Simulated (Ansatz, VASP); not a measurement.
## Pd: VASP beside Ansatz

```xyz
8
Lattice="5.0635 0.0000 0.0000 0.0000 5.0635 0.0000 0.0000 0.0000 5.0635" Properties=species:S:1:pos:R:3 pbc="T T T"
Pd    0.0000    0.0000    0.0000
Pd    2.5318    2.5318    2.5318
Pd    1.2659    5.0635    2.5318
Pd    3.7976    5.0635    2.5318
Pd    2.5318    1.2659    5.0635
Pd    2.5318    3.7976    5.0635
Pd    5.0635    2.5318    1.2659
Pd    5.0635    2.5318    3.7976
```

Alike in both runs: functional RPBE; k mesh 5 × 5 × 5; occupations fermi-dirac, width 0.05 eV; collinear spin.

Ansatz relaxed the structure, and its values are those at the end. VASP's run is a single point on that final structure, the one shown.

```csv
,VASP,Ansatz
version,VASP 6.6.1,Ansatz 0.2.0
potentials or method,"VASP PAW PBE potentials, release 64 (Pd), cutoff 520 eV","plane waves (420 eV) with PAW, scalar-relativistic"
valence electrons in the cell,80,144
```

VASP gave:

- pressure (GPa): -0.3
- net moment per atom (μB): 0.00

Task: What did Ansatz give for the same quantities?

Result: Pressure (GPa): 0.0; net moment per atom (μB): 0.00.

VASP's potentials were made for PBE, not for RPBE. VASP's potentials hold 80 valence electrons a cell and Ansatz's 144, so a difference there can come from the potentials and not from the codes. Ansatz's warnings: seeded moment not kept.
